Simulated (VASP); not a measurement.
# LiAlO (P-6m2) in VASP: a series of runs, part 2 of 2

VASP 6.6.1. Earlier steps stand in the parts before.

## Step 4: Relaxation of cell and atoms, PBE

This run uses another cell than the first one, of 14.43 Å³/atom, 0.947 times its volume.

The input, INCAR:

```
SYSTEM = LiAlO
ALGO     = Normal         ! electronic algorithm
EDIFF    = 1E-7           ! SCF threshold, eV
EDIFFG   = -0.01          ! ionic threshold
ENCUT    = 600            ! plane-wave cutoff, eV
GGA      = PE             ! functional
IBRION   = 2              ! ionic algorithm
ISIF     = 3              ! what is computed and relaxed
ISMEAR   = 0              ! smearing method
LASPH    = .TRUE.         ! aspherical terms in the spheres
LCHARG   = .FALSE.        ! write CHGCAR
LREAL    = .FALSE.        ! projectors in reciprocal space
LWAVE    = .FALSE.        ! write WAVECAR
NELM     = 60             ! most SCF steps
NSW      = 100            ! ionic steps
PREC     = Accurate       ! precision mode
SIGMA    = 0.1            ! smearing width, eV
```

The input, KPOINTS:

```
k-points
0
G
  18 18 10
  0 0 0
```

The input, POSCAR:

```
LiAlO
1.0
    3.2427266655      0.0000000000      0.0000000000
   -1.6213633328      2.8082836699      0.0000000000
    0.0000000000      0.0000000000      4.7524000638
Li Al O
1 1 1
Direct
    0.0000000000      0.0000000000      0.0000000000
    0.6666666667      0.3333333333      0.5000000000
    0.3333333333      0.6666666667      0.5000000000
```

Potentials or basis: VASP PAW PBE potentials, release 64 (Li_sv, Al, O).

Run with:

```console
$ cat potpaw_PBE.64/Li_sv/POTCAR potpaw_PBE.64/Al/POTCAR potpaw_PBE.64/O/POTCAR > POTCAR
$ mpirun -np 1 vasp_std > vasp.out
```

OUTCAR:

```text
SYSTEM = LiAlO
   EDIFF = 1E-7
   EDIFFG = -0.01
   ENCUT = 600
   GGA = PE
   IBRION = 2
   ISIF = 3
   ISMEAR = 0
   LASPH = .TRUE.
   LREAL = .FALSE.
   NELM = 60
   NSW = 100
   PREC = Accurate

 ion  position               nearest neighbor table
   1  0.000  0.000  0.000-
   2  0.667  0.333  0.500-   3 1.87   3 1.87   3 1.87
   3  0.333  0.667  0.500-   2 1.87   2 1.87   2 1.87

  LATTYP: Found a hexagonal cell.
 ALAT       =     3.2427266655
 C/A-ratio  =     1.4655567842

  Lattice vectors:

 A1 = (   3.2427266655,   0.0000000000,   0.0000000000)
 A2 = (  -1.6213633328,   2.8082836699,   0.0000000000)
 A3 = (   0.0000000000,   0.0000000000,   4.7524000638)

Analysis of symmetry for initial positions (statically):
[... 375 lines left out ...]

 val. band max:        4.4878988355   @ k =   0.3333   0.2222   0.3000
 cond. band min:       4.4896280039   @ k =   0.3333   0.2778   0.5000
 fundamental gap:      0.0017291684
 Fermi energy:         4.4887138114

 k-point     1 :       0.0000    0.0000    0.0000
  band No.  band energies     occupation
      1     -42.0128      2.00000
      2     -17.2549      2.00000
      3      -2.4474      2.00000
      4      -2.2844      2.00000
      5      -2.2844      2.00000
      6       0.6497      2.00000
      7       6.1852      0.00000
      8       6.5719      0.00000
      9      11.6584      0.00000
     10      11.6584      0.00000
[... 287 lines left out ...]
 k-point    24 :       0.3889    0.1111    0.0000
  band No.  band energies     occupation
      1     -42.0059      2.00000
      2     -16.6792      2.00000
      3      -4.9825      2.00000
      4      -3.0234      2.00000
      5      -1.2560      2.00000
      6       4.1344      2.00000
      7       5.9762      0.00000
      8       6.6872      0.00000
      9       8.6726      0.00000
     10       9.8780      0.00000

 [... further k-points ...]
[... 5 lines left out ...]
  --------------------------------------------------------------------------------------
  -------------------------------------------------------------------------------------
  Total       -0.0011585     -0.0011585     -0.0025477      0.0000000     -0.0000000      0.0000000
  in kB       -0.0411707     -0.0411707     -0.0905402      0.0000000     -0.0000000      0.0000000
  external PRESSURE =      -0.0576272 kB  Pullay stress =       0.0000000 kB
[... 18 lines left out ...]
  FREE ENERGIE OF THE ION-ELECTRON SYSTEM (eV)
  ---------------------------------------------------
  free  energy   TOTEN  =       -13.9337993007 eV

  energy  without entropy=      -13.9290231013  energy(sigma->0) =      -13.93141120

 reached required accuracy - stopping structural energy minimisation
```

OSZICAR:

```text
N       E                     dE             d eps       ncg     rms          rms(c)
DAV:   1     0.482680291448E+02    0.48268E+02   -0.55399E+03  4440   0.120E+03
[... 108 lines left out ...]
DAV:   1    -0.139338363631E+02   -0.61076E-04   -0.32503E-03  4548   0.630E-01    0.523E-02
DAV:   2    -0.139338102747E+02    0.26088E-04   -0.15789E-04  6168   0.103E-01    0.233E-02
DAV:   3    -0.139338041907E+02    0.60840E-05   -0.11581E-05  5626   0.258E-02    0.131E-02
DAV:   4    -0.139337997190E+02    0.44717E-05   -0.41873E-06  5686   0.159E-02    0.152E-03
DAV:   5    -0.139337994134E+02    0.30562E-06   -0.43723E-07  5174   0.497E-03    0.632E-04
DAV:   6    -0.139337992801E+02    0.13332E-06   -0.30865E-08  2328   0.143E-03    0.204E-04
DAV:   7    -0.139337993007E+02   -0.20658E-07   -0.36148E-09  2250   0.500E-04
  11 F= -.13933799E+02 E0= -.13931411E+02  d E =-.187882E-03
```

It took 4.7 min on 1 thread of Intel Xeon 6975P-C (Granite Rapids), shared host; peak memory 0.29 GiB.

What came out:

```yaml
Free_energy: -13.9338 eV
Relaxed_volume: 15.03 Å³/atom
Relaxed_cell: a = 3.217 Å, b = 3.217 Å, c = 5.030 Å, α = 90.00°, β = 90.00°, γ = 120.00°
Space_group_after_relaxing_to_0.05_Å: P-6m2 (No. 187)
Energy_gained_by_relaxing: 1.6 meV/atom
Ionic_steps: 11
Pressure_after_relaxing: 0.0 GPa
Band_gap_on_the_k_mesh: zero (band 6 reaches 5.32 eV, above the bottom of band 7 at 3.83 eV)
```

The path:
```
step  energy change (eV)  largest force (eV/Å)  pressure (GPa)  volume (Å³)
   1              0.0000                0.0000           -0.03        43.28
   2             -0.0005                0.0000            0.17        43.26
   3             -0.0011                0.0000            0.67        43.21
   4             -0.0013                0.0000            0.66        43.27
   5             -0.0020                0.0000            0.61        43.43
   6             -0.0031                0.0000            0.53        43.76
   7             -0.0043                0.0000            0.38        44.42
   8             -0.0041                0.0000            0.21        45.72
   9             -0.0046                0.0000            0.29        44.98
  10             -0.0047                0.0000           -0.11        45.12
  11             -0.0047                0.0000           -0.01        45.08
```

Final structure:
```yaml
crystal:
  lattice:
    - [3.21714, 0.00000, 0.00000]
    - [-1.60857, 2.78612, 0.00000]
    - [0.00000, 0.00000, 5.02978]
  atoms:
    - { symbol: Li, position: [0.00000, 0.00000, 0.00000] }
    - { symbol: Al, position: [0.66667, 0.33333, 0.50000] }
    - { symbol: O, position: [0.33333, 0.66667, 0.50000] }
```

Caveat: the cutoff is under 1.25 times the usual one of these potentials, so pressure, stress and relaxed cells hold a basis-set (Pulay) error.

## Step 5: Summary

| task | potentials or basis | cell | k mesh | cutoff (eV) | second run | gap on the mesh (eV) | pressure (GPa) | relaxed volume (Å³/atom) |
| --- | --- | --- | --- | --- | --- | --- | --- | --- |
| single point | VASP PAW PBE potentials, release 64 (Li_sv, Al, O) | a = 3.213, b = 3.213, c = 5.112 Å, angles 90.0, 90.0, 120.0°, 3 atoms | 18 × 18 × 10 | 520 | - | none | - | - |
| relaxation of cell and atoms | VASP PAW PBE potentials, release 64 (Li_sv, Al, O_h) | relaxed from a = 3.426, b = 3.426, c = 3.296 Å, angles 90.0, 90.0, 120.0°, 3 atoms | 6 × 6 × 6 | 910 | hard_potentials | - | 0.0 | 12.45 |
| relaxation of cell and atoms | VASP PAW PBE potentials, release 64 (Li_sv, Al, O) | relaxed from a = 3.243, b = 3.243, c = 4.752 Å, angles 90.0, 90.0, 120.0°, 3 atoms | 18 × 18 × 10 | 600 | - | none | 0.0 | 15.03 |

Alike in all rows: level PBE; no spin polarisation; smearing gaussian 0.1 eV.

Caveats: the cutoff is under 1.25 times the usual one of these potentials, so pressure, stress and relaxed cells hold a basis-set (Pulay) error.

Total energies depend on the potentials used, so only differences within one code and one set of settings carry meaning.
